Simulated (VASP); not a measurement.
Input of a VASP 6.6.1 run:

Contents of INCAR:

```
SYSTEM = MoP
  PREC = Accurate
  ENCUT = 520
  EDIFF = 1E-6
  ISMEAR = 0
  SIGMA = 0.1
  LREAL = .False.
  LASPH = .True.
  NELM = 60
  ALGO = Normal
  ISIF = 2
  LWAVE = .False.
  LCHARG = .False.
  LDIPOL = .True.
  IDIPOL = 3
  DIPOL = 0.5 0.5 0.500
  GGA = PS
  NBANDS = 48
```

KPOINTS

```
regular mesh
0
Gamma
  12 12 1
  0 0 0
```

The input POSCAR:

```
MoP
1.0
    3.2062346801      0.0000000000      0.0000000000
   -1.6031173401      2.7766806835      0.0000000000
    0.0000000000      0.0000000000     26.1094728379
P Mo
4 4
Direct
    0.3333333333      0.6666666667      0.2864600289
    0.3333333333      0.6666666667      0.4093976295
    0.3333333333      0.6666666667      0.5313012602
    0.3333333333      0.6666666667      0.6551669850
    0.0000000000      0.0000000000      0.3474962940
    0.0000000000      0.0000000000      0.4698671607
    0.0000000000      0.0000000000      0.5915379296
    0.0000000000      0.0000000000      0.7087727122
```

Potentials or basis: VASP PAW PBE potentials, release 64 (P, Mo_sv).

Launch:

```bash
$ cat potpaw_PBE.64/P/POTCAR potpaw_PBE.64/Mo_sv/POTCAR > POTCAR
$ mpirun -np 1 vasp_std > vasp.out
```

Q: Predict the band gap on the k mesh.

A: Zero (band 38 reaches 3.78 eV, above the bottom of band 39 at 2.86 eV).

Q: Predict the largest force.

A: 0.028 eV/Å.

Forces on the atoms (eV/Å):
```
P    0.000  0.000 -0.019
P    0.000  0.000 -0.004
P    0.000  0.000 -0.006
P    0.000  0.000 -0.010
Mo   0.000  0.000 -0.005
Mo   0.000  0.000  0.007
Mo   0.000  0.000  0.009
Mo   0.000  0.000  0.028
```

Caveat: the PAW data sets were made with another functional, which shifts forces and pressure a little.
